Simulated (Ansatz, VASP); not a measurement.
Two plane-wave programs on Ge

```xyz
4
Lattice="3.9970 0.0000 0.0000 -1.9985 3.4615 0.0000 0.0000 0.0000 6.5964" Properties=species:S:1:pos:R:3 pbc="T T T"
Ge    1.9985    1.1538    0.4150
Ge    0.0000    2.3077    3.7132
Ge    1.9985    1.1538    2.8832
Ge    0.0000    2.3077    6.1814
```

Alike in both runs: functional PBEsol; k mesh 12 × 12 × 6; occupations gaussian, width 0.1 eV; no spin polarisation.

Ansatz relaxed the structure, and its values are those at the end. VASP's run is a single point on that final structure, the one shown.

|  | VASP | Ansatz |
| --- | --- | --- |
| version | VASP 6.6.1 | Ansatz 0.2.0 |
| potentials or method | VASP PAW PBE potentials, release 64 (Ge_d), cutoff 520 eV | scalar-relativistic, plane waves, PAW |
| valence electrons in the cell | 56 | 56 |

Ansatz gave:

```
gap on the k mesh at the Fermi level (eV) : none
pressure (GPa)                            : 0.0
```

Which values does VASP return?

gap on the k mesh at the Fermi level (eV): none; pressure (GPa): -0.1.

VASP's potentials were made for PBE, not for PBEsol. A gap of «none» marks a metal or a gap that the smearing closes.
